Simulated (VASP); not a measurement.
Here is a VASP 6.6.1 calculation.

Contents of INCAR:

```
SYSTEM = Bi
ALGO = Normal ; DIPOL = 0.5 0.5 0.500
EDIFF = 1E-6 ; ENCUT = 520
IDIPOL = 3 ; ISIF = 2
ISMEAR = 0 ; LASPH = .True.
LCHARG = .True. ; LDIPOL = .True.
LELF = .True. ; LREAL = .False.
LVACPOTAV = .True. ; LVHAR = .True.
LWAVE = .False. ; NBANDS = 22
NELM = 100 ; PREC = Accurate
SIGMA = 0.02
```

Contents of KPOINTS:

```
k-points
0
Gamma
  9 9 1
  0 0 0
```

POSCAR

```
Bi
1.0
    4.2840000000      0.0000000000      0.0000000000
   -2.1420000000      3.7100528298      0.0000000000
    0.0000000000      0.0000000000     28.0000000000
Bi
2
Direct
    0.3333333333      0.6666666667      0.5196964286
    0.6666666667      0.3333333333      0.4803035714
```

Potentials or basis: VASP PAW LDA potentials, release 64 (Bi_d).

The run is started by

```sh
$ cat potpaw_LDA.64/Bi_d/POTCAR > POTCAR
$ mpirun -np 1 vasp_std > vasp.out
```

Problem. Predict the largest force.

Solution. 4.213 eV/Å.

Problem. Estimate the ionisation potential of the upper face.

Solution. 4.21 eV.

Forces in eV/Å, atoms in the order of the input:
```
Bi   0.000  0.000  4.213
Bi   0.000  0.000 -4.213
```
